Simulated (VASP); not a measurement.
Input of a VASP 6.6.1 run:

File INCAR:

```
SYSTEM = Te3As4
  PREC = Accurate
  ENCUT = 500
  EDIFF = 1E-6
  ISMEAR = 0
  SIGMA = 0.1
  LREAL = .False.
  LASPH = .True.
  NELM = 120
  ALGO = Normal
  ISIF = 2
  LWAVE = .False.
  LCHARG = .True.
  GGA = PE
  LELF = .True.
  LVHAR = .True.
  NBANDS = 28
  GGA_COMPAT = .False.
```

KPOINTS

```
Automatic mesh
0
Gamma
  4 4 4
  0 0 0
```

The input POSCAR:

```
Te3As4
1.0
    5.8248694383      0.0000000000      0.0000000000
    0.0000000000      5.8248694383      0.0000000000
    0.0000000000      0.0000000000      5.8248694383
Te As
3 4
Direct
    0.0000000000      0.0000000000      0.5000000000
    0.5000000000      0.0000000000      0.0000000000
    0.0000000000      0.5000000000      0.0000000000
    0.3302648760      0.6697351240      0.3302648760
    0.6697351240      0.3302648760      0.3302648760
    0.3302648760      0.3302648760      0.6697351240
    0.6697351240      0.6697351240      0.6697351240
```

Potentials or basis: VASP PAW PBE potentials, release 64 (Te, As).

Run with:

```console
$ cat potpaw_PBE.64/Te/POTCAR potpaw_PBE.64/As/POTCAR > POTCAR
$ mpirun -np 1 vasp_std > vasp.out
```

**Question.** What does it give for the band gap on the k mesh?

**Answer.** Zero (bands 19 and 20 overlap by 1.96 eV).

**Question.** What does it give for the pressure?

**Answer.** 0.2 GPa.

**Question.** Estimate the largest force.

**Answer.** 0.058 eV/Å.

Forces in eV/Å, atoms in the order of the input:
```
Te   0.000  0.000  0.000
Te   0.000  0.000  0.000
Te   0.000  0.000  0.000
As  -0.034  0.034 -0.034
As   0.034 -0.034 -0.034
As  -0.034 -0.034  0.034
As   0.034  0.034  0.034
```

Caveat: spin-orbit coupling is left out, which moves the levels of the heavy elements.
